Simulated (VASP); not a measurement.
Wanted: the native input for a VASP 6.6.1 run.

| Quantity | Value |
| --- | --- |
| Task | single point |
| Functional | LDA |
| Potentials or basis | VASP PAW LDA potentials, release 64 (Pb_d, O) |
| Cutoff | 520 eV |
| k mesh | 9 × 9 × 9 |
| Occupations | tetrahedron |
| Spin | non-collinear spin, typed start, spin-orbit coupling |
| Starting moments | [[0.084, -0.413, -0.208], [0.0, 0.0, 0.0], [0.0, 0.0, 0.0]] μB |
| Dipole correction | no |
| Further INCAR settings | ALGO = Normal; EDIFF = 1e-06; NBANDS = 39 |

The structure of PbO2 lies in POSCAR:

```
PbO2
1.0
    0.0000000000      2.5083071791      2.5083071791
    2.5083071791      0.0000000000      2.5083071791
    2.5083071791      2.5083071791      0.0000000000
Pb O
1 2
Direct
    0.0000000000      0.0000000000      0.0000000000
    0.7500000000      0.7500000000      0.7500000000
    0.2500000000      0.2500000000      0.2500000000
```

These files were run (other wordings do the same):

INCAR

```
  PREC = Accurate
  ENCUT = 520
  EDIFF = 1E-6
  ISMEAR = -4
  SIGMA = 0.05
  LREAL = F
  LASPH = T
  NELM = 150
  ALGO = Normal
  ISIF = 2
  LWAVE = F
  LCHARG = T
  MAGMOM = 0.084 -0.413 -0.208 0 0 0 0 0 0
  LORBIT = 11
  LSORBIT = T
  GGA_COMPAT = F
  LORBMOM = T
  LVHAR = T
  NBANDS = 39
```

KPOINTS

```
Automatic mesh
0
Gamma
  9 9 9
```

Potentials or basis: VASP PAW LDA potentials, release 64 (Pb_d, O).

Command:

```sh
$ cat potpaw_LDA.64/Pb_d/POTCAR potpaw_LDA.64/O/POTCAR > POTCAR
$ mpirun -np 1 vasp_ncl > vasp.out
```

It gave:

```yaml
Pressure: 37.6 GPa
Net_moment: 0.00 μB per cell
Valence_electrons_inside_the_program's_atomic_spheres: Pb 12.01; O 5.06
```

Caveat: the cell stands under pressure.

Run time: 9.4 min on 1 thread of AMD EPYC 9R45 96-Core Processor (Zen 5), with other jobs on the host, peak memory 0.63 GiB.
